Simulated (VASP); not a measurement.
# Li (P6_3/mmc) in VASP: further runs, part 2 of 3

VASP 6.6.1. Earlier steps stand in the parts before.

## 3. Electric field gradients, PBEsol (20.92 Å³/atom)

This run uses another cell than the first one, of 20.92 Å³/atom.

File INCAR:

```
PREC = Accurate
ENCUT = 520
EDIFF = 1E-8
ISMEAR = -1
SIGMA = 0.03
LREAL = F
LASPH = T
NELM = 100
ALGO = Normal
ISIF = 2
LWAVE = F
LCHARG = F
GGA = PS
LEFG = T
NBANDS = 10
```

File KPOINTS:

```
regular mesh
0
Gamma
  15 15 8
```

File POSCAR:

```
Li
1.0
    3.0901223134      0.0000000000      0.0000000000
   -1.5450611567      2.6761244242      0.0000000000
    0.0000000000      0.0000000000      5.0588177620
Li
2
Direct
    0.3333333333      0.6666666667      0.2500000000
    0.6666666667      0.3333333333      0.7500000000
```

Potentials or basis: VASP PAW PBE potentials, release 64 (Li_sv).

On the command line:

```console
cat potpaw_PBE.64/Li_sv/POTCAR > POTCAR
mpirun -np 1 vasp_std > vasp.out
```

OUTCAR:

```text
PREC = Accurate
   ENCUT = 520
   EDIFF = 1E-8
   ISMEAR = -1
   LREAL = F
   LASPH = T
   NELM = 100
   ISIF = 2
   GGA = PS

 ion  position               nearest neighbor table
   1  0.333  0.667  0.250-
   2  0.667  0.333  0.750-

  LATTYP: Found a hexagonal cell.
 ALAT       =     3.0901223134
 C/A-ratio  =     1.6370930497

  Lattice vectors:

 A1 = (   3.0901223134,   0.0000000000,   0.0000000000)
 A2 = (  -1.5450611567,   2.6761244242,   0.0000000000)
 A3 = (   0.0000000000,   0.0000000000,   5.0588177620)

Analysis of symmetry for initial positions (statically):
=====================================================================
 Subroutine PRICEL returns:
 Original cell was already a primitive cell.

 Routine SETGRP: Setting up the symmetry group for a
 hexagonal supercell.

 Subroutine GETGRP returns: Found 24 space group operations
 (whereof 12 operations were pure point group operations)
 out of a pool of 24 trial point group operations.

The static configuration has the point symmetry D_3d.
 The point group associated with its full space group is D_6h.

Analysis of symmetry for dynamics (positions and initial velocities):
=====================================================================
 Subroutine PRICEL returns:
 Original cell was already a primitive cell.

 Routine SETGRP: Setting up the symmetry group for a
 hexagonal supercell.

 Subroutine GETGRP returns: Found 24 space group operations
 (whereof 12 operations were pure point group operations)
 out of a pool of 24 trial point group operations.

The dynamic configuration has the point symmetry D_3d.
[... 455 lines left out ...]
  band No.  band energies     occupation
      1     -45.4067      2.00000
      2     -45.4034      2.00000
      3       1.0500      0.00000
      4       2.0077      0.00000
      5       4.7718      0.00000
      6       5.7425      0.00000
      7       6.6610      0.00000
      8       6.7789      0.00000
      9      10.3751      0.00000
     10      10.7420      0.00000

 [... further k-points ...]

------------------------ aborting loop because EDIFF is reached ----------------------------------------

  FORCE on cell =-STRESS in cart. coord.  units (eV):
  Direction    XX          YY          ZZ          XY          YZ          ZX
  --------------------------------------------------------------------------------------
  -------------------------------------------------------------------------------------
  Total       -0.1408586     -0.1408586     -0.1338168      0.0000000      0.0000000      0.0000000
  in kB       -5.3946446     -5.3946446     -5.1249574      0.0000000      0.0000000      0.0000000
  external PRESSURE =      -5.3047489 kB  Pullay stress =       0.0000000 kB

 VOLUME and BASIS-vectors are now :
 -----------------------------------------------------------------------------
  energy-cutoff  :      520.00
  volume of cell :       41.83
      direct lattice vectors                 reciprocal lattice vectors
     3.090122313  0.000000000  0.000000000     0.323611786  0.186837352  0.000000000
    -1.545061157  2.676124424  0.000000000     0.000000000  0.373674703  0.000000000
     0.000000000  0.000000000  5.058817762     0.000000000  0.000000000  0.197674644

 POSITION                                       TOTAL-FORCE (eV/Angst)
 -----------------------------------------------------------------------------------
     -0.00000      1.78408      1.26470         0.000000      0.000000      0.000000
      1.54506      0.89204      3.79411        -0.000000     -0.000000      0.000000
 -----------------------------------------------------------------------------------
    total drift:                               -0.000000      0.000000      0.000000

  FREE ENERGIE OF THE ION-ELECTRON SYSTEM (eV)
  ---------------------------------------------------
  free  energy   TOTEN  =        -3.9331989858 eV

  energy  without entropy=       -3.9299298700  energy(sigma->0) =       -3.93156443

 Electric field gradients (V/A^2)
---------------------------------------------------------------------
 ion       V_xx      V_yy      V_zz      V_xy      V_xz      V_yz
---------------------------------------------------------------------
   1       0.007     0.007    -0.014     0.000     0.000    -0.000
   2       0.007     0.007    -0.014     0.000    -0.000     0.000
---------------------------------------------------------------------

 Electric field gradients after diagonalization (V/A^2)
 (convention: |V_zz| > |V_xx| > |V_yy|)
----------------------------------------------------------------------
 ion       V_xx      V_yy      V_zz     asymmetry (V_yy - V_xx)/ V_zz
----------------------------------------------------------------------
   1       0.007     0.007    -0.014       0.016
   2       0.007     0.007    -0.014       0.016
----------------------------------------------------------------------

           NMR quadrupolar parameters

 Cq : quadrupolar parameter    Cq=e*Q*V_zz/h
 eta: asymmetry parameters     (V_yy - V_xx)/ V_zz
 Q  : nuclear electric quadrupole moment in mb (millibarn)
----------------------------------------------------------------------
 ion       Cq(MHz)       eta       Q (mb)
----------------------------------------------------------------------
   1      -0.000       0.016       1.000
   2      -0.000       0.016       1.000
----------------------------------------------------------------------
```

OSZICAR:

```text
N       E                     dE             d eps       ncg     rms          rms(c)
DAV:   1     0.170547739634E+02    0.17055E+02   -0.32278E+03  2708   0.561E+02
DAV:   2    -0.112633488536E+01   -0.18181E+02   -0.17592E+02  3412   0.108E+02
DAV:   3    -0.389631207904E+01   -0.27700E+01   -0.27576E+01  4552   0.319E+01
DAV:   4    -0.393801372792E+01   -0.41702E-01   -0.41647E-01  3540   0.451E+00
DAV:   5    -0.393839073326E+01   -0.37701E-03   -0.37699E-03  3720   0.423E-01    0.520E-01
DAV:   6    -0.393471131908E+01    0.36794E-02   -0.11697E-03  4360   0.175E-01    0.291E-01
DAV:   7    -0.393315312323E+01    0.15582E-02   -0.25704E-03  4230   0.284E-01    0.333E-02
DAV:   8    -0.393320321502E+01   -0.50092E-04   -0.56461E-04  3504   0.136E-01    0.126E-02
DAV:   9    -0.393319936189E+01    0.38531E-05   -0.39189E-06  3522   0.147E-02    0.122E-03
DAV:  10    -0.393319925591E+01    0.10598E-06   -0.45901E-07  3128   0.627E-03    0.134E-03
DAV:  11    -0.393319901850E+01    0.23741E-06   -0.27048E-08  3494   0.166E-03    0.229E-04
DAV:  12    -0.393319898431E+01    0.34193E-07   -0.40219E-09  1900   0.506E-04    0.573E-05
DAV:  13    -0.393319898583E+01   -0.15210E-08   -0.20004E-09  1582   0.374E-04
   1 F= -.39331990E+01 E0= -.39315644E+01  d E =-.326912E-02
```

stdout:

```text
POSCAR found type information on POSCAR Li
 POSCAR found :  1 types and       2 ions
 scaLAPACK will be used
 -----------------------------------------------------------------------------
|                                                                             |
|                                                                             |
|     You enforced a specific xc type in the INCAR file but a different       |
|     I HOPE YOU KNOW WHAT YOU ARE DOING!                                     |
|                                                                             |
 -----------------------------------------------------------------------------

 LDA part: xc-table for (Slater+PW92), standard interpolation
 POSCAR, INCAR and KPOINTS ok, starting setup
 FFT: planning ... GRIDC
 FFT: planning ... GRID_SOFT
 FFT: planning ... GRID
 WAVECAR not read
 entering main loop
ion   1

ion   2
```

Run time: 16 s. Hardware: 1 thread of Intel Xeon Platinum 8559C (Emerald Rapids), shared host; peak memory 0.17 GiB.

Results:

```
Free energy                             : -3.9332 eV
Band gap on the k mesh                  : zero (bands 3 and 4 overlap by 4.55 eV)
Largest electric field gradient by atom : zero within the noise of the run
```

Levels at points of the mesh, in eV from the Fermi level:
```
           k point  band 1  band 2  band 3  band 4  band 5  band 6  band 7
(0.00, 0.00, 0.00)  -45.97  -45.95   -3.52   -0.02    2.81   12.23   12.23
(0.00, 0.00, 0.50)  -45.96  -45.96   -2.42   -2.42    7.77    7.77   13.12
```

Caveat: the cutoff is under 1.25 times the usual one of these potentials, so pressure, stress and relaxed cells hold a basis-set (Pulay) error; the PAW data sets were made with another functional, which shifts forces and pressure a little.

## 4. Electric field gradients, PBEsol (21.56 Å³/atom)

This run uses another cell than the first one, of 21.56 Å³/atom.

File INCAR:

```
SYSTEM = Li
PREC     = Accurate       ! precision mode
ENCUT    = 520            ! plane-wave cutoff, eV
EDIFF    = 1E-8           ! SCF threshold, eV
ISMEAR   = -1             ! smearing method
SIGMA    = 0.03           ! smearing width, eV
LREAL    = .False.        ! projectors in reciprocal space
LASPH    = .True.         ! aspherical terms in the spheres
NELM     = 60             ! most SCF steps
ALGO     = Normal         ! electronic algorithm
ISIF     = 2              ! what is computed and relaxed
LWAVE    = .False.        ! write WAVECAR
LCHARG   = .False.        ! write CHGCAR
GGA      = PS             ! functional
LEFG     = .True.       
NBANDS   = 10             ! bands
```

File KPOINTS:

```
Automatic mesh
0
Gamma
  15 15 8
  0 0 0
```

File POSCAR:

```
Li
1.0
    3.1213377828      0.0000000000      0.0000000000
   -1.5606688914      2.7031578137      0.0000000000
    0.0000000000      0.0000000000      5.1099203901
Li
2
Direct
    0.3333333333      0.6666666667      0.2500000000
    0.6666666667      0.3333333333      0.7500000000
```

Potentials or basis: VASP PAW PBE potentials, release 64 (Li_sv).

On the command line:

```console
cat potpaw_PBE.64/Li_sv/POTCAR > POTCAR
mpirun -np 1 vasp_std > vasp.out
```

OUTCAR:

```text
SYSTEM = Li
   PREC = Accurate
   ENCUT = 520
   EDIFF = 1E-8
   ISMEAR = -1
   LREAL = .False.
   LASPH = .True.
   NELM = 60
   ISIF = 2
   GGA = PS

 ion  position               nearest neighbor table
   1  0.333  0.667  0.250-
   2  0.667  0.333  0.750-

  LATTYP: Found a hexagonal cell.
 ALAT       =     3.1213377828
 C/A-ratio  =     1.6370930497

  Lattice vectors:

 A1 = (   3.1213377828,   0.0000000000,   0.0000000000)
 A2 = (  -1.5606688914,   2.7031578137,   0.0000000000)
 A3 = (   0.0000000000,   0.0000000000,   5.1099203901)

Analysis of symmetry for initial positions (statically):
=====================================================================
 Subroutine PRICEL returns:
 Original cell was already a primitive cell.

 Routine SETGRP: Setting up the symmetry group for a
 hexagonal supercell.

 Subroutine GETGRP returns: Found 24 space group operations
 (whereof 12 operations were pure point group operations)
 out of a pool of 24 trial point group operations.

The static configuration has the point symmetry D_3d.
 The point group associated with its full space group is D_6h.

Analysis of symmetry for dynamics (positions and initial velocities):
=====================================================================
 Subroutine PRICEL returns:
 Original cell was already a primitive cell.

 Routine SETGRP: Setting up the symmetry group for a
 hexagonal supercell.

 Subroutine GETGRP returns: Found 24 space group operations
 (whereof 12 operations were pure point group operations)
 out of a pool of 24 trial point group operations.
[... 456 lines left out ...]
 k-point    24 :       0.4000    0.2000    0.0000
  band No.  band energies     occupation
      1     -45.5416      2.00000
      2     -45.5387      2.00000
      3       0.9679      0.00000
      4       1.8881      0.00000
      5       4.6156      0.00000
      6       5.5658      0.00000
      7       6.4516      0.00000
      8       6.5876      0.00000
      9      10.0237      0.00000
     10      10.4741      0.00000

 [... further k-points ...]

------------------------ aborting loop because EDIFF is reached ----------------------------------------

  FORCE on cell =-STRESS in cart. coord.  units (eV):
  Direction    XX          YY          ZZ          XY          YZ          ZX
  --------------------------------------------------------------------------------------
  -------------------------------------------------------------------------------------
  Total       -0.2370803     -0.2370803     -0.2333078      0.0000000     -0.0000000      0.0000000
  in kB       -8.8100792     -8.8100792     -8.6698901      0.0000000     -0.0000000      0.0000000
  external PRESSURE =      -8.7633495 kB  Pullay stress =       0.0000000 kB

 VOLUME and BASIS-vectors are now :
 -----------------------------------------------------------------------------
  energy-cutoff  :      520.00
  volume of cell :       43.11
      direct lattice vectors                 reciprocal lattice vectors
     3.121337783  0.000000000  0.000000000     0.320375451  0.184968853  0.000000000
    -1.560668891  2.703157814  0.000000000     0.000000000  0.369937706  0.000000000
     0.000000000  0.000000000  5.109920390     0.000000000  0.000000000  0.195697765

 POSITION                                       TOTAL-FORCE (eV/Angst)
 -----------------------------------------------------------------------------------
     -0.00000      1.80211      1.27748        -0.000000      0.000000      0.000000
      1.56067      0.90105      3.83244         0.000000     -0.000000     -0.000000
 -----------------------------------------------------------------------------------
    total drift:                               -0.000000      0.000000      0.000000

  FREE ENERGIE OF THE ION-ELECTRON SYSTEM (eV)
  ---------------------------------------------------
  free  energy   TOTEN  =        -3.9285815155 eV

  energy  without entropy=       -3.9253093893  energy(sigma->0) =       -3.92694545

 Electric field gradients (V/A^2)
---------------------------------------------------------------------
 ion       V_xx      V_yy      V_zz      V_xy      V_xz      V_yz
---------------------------------------------------------------------
   1       0.009     0.007    -0.015    -0.002     0.000    -0.000
   2       0.009     0.007    -0.015    -0.002    -0.000     0.000
---------------------------------------------------------------------

 Electric field gradients after diagonalization (V/A^2)
 (convention: |V_zz| > |V_xx| > |V_yy|)
----------------------------------------------------------------------
 ion       V_xx      V_yy      V_zz     asymmetry (V_yy - V_xx)/ V_zz
----------------------------------------------------------------------
   1       0.010     0.005    -0.015       0.273
   2       0.010     0.005    -0.015       0.273
----------------------------------------------------------------------

           NMR quadrupolar parameters

 Cq : quadrupolar parameter    Cq=e*Q*V_zz/h
 eta: asymmetry parameters     (V_yy - V_xx)/ V_zz
 Q  : nuclear electric quadrupole moment in mb (millibarn)
----------------------------------------------------------------------
 ion       Cq(MHz)       eta       Q (mb)
----------------------------------------------------------------------
   1      -0.000       0.273       1.000
   2      -0.000       0.273       1.000
----------------------------------------------------------------------
```

stdout:

```text
POSCAR found type information on POSCAR Li
 POSCAR found :  1 types and       2 ions
 scaLAPACK will be used
 -----------------------------------------------------------------------------
|                                                                             |
|                                                                             |
|     You enforced a specific xc type in the INCAR file but a different       |
|     I HOPE YOU KNOW WHAT YOU ARE DOING!                                     |
|                                                                             |
 -----------------------------------------------------------------------------

 LDA part: xc-table for (Slater+PW92), standard interpolation
 POSCAR, INCAR and KPOINTS ok, starting setup
 FFT: planning ... GRIDC
 FFT: planning ... GRID_SOFT
 FFT: planning ... GRID
 WAVECAR not read
 entering main loop
ion   1

ion   2
```

Wall time 16 s (1 thread of Intel Xeon Platinum 8559C (Emerald Rapids), shared host); peak memory 0.17 GiB.

Results:

```yaml
Free_energy: -3.9286 eV
Band_gap_on_the_k_mesh: zero (bands 3 and 4 overlap by 4.49 eV)
Largest_electric_field_gradient_by_atom: zero within the noise of the run
```

Levels at points of the mesh, in eV from the Fermi level:
```tsv
k point	band 1	band 2	band 3	band 4	band 5	band 6
(0.00, 0.00, 0.00)	-46.02	-46.01	-3.48	-0.01	2.72	11.98
(0.00, 0.00, 0.50)	-46.02	-46.02	-2.39	-2.39	7.60	7.60
```

Caveat: the cutoff is under 1.25 times the usual one of these potentials, so pressure, stress and relaxed cells hold a basis-set (Pulay) error; the PAW data sets were made with another functional, which shifts forces and pressure a little.

(Part 2 of 3 ends here.)
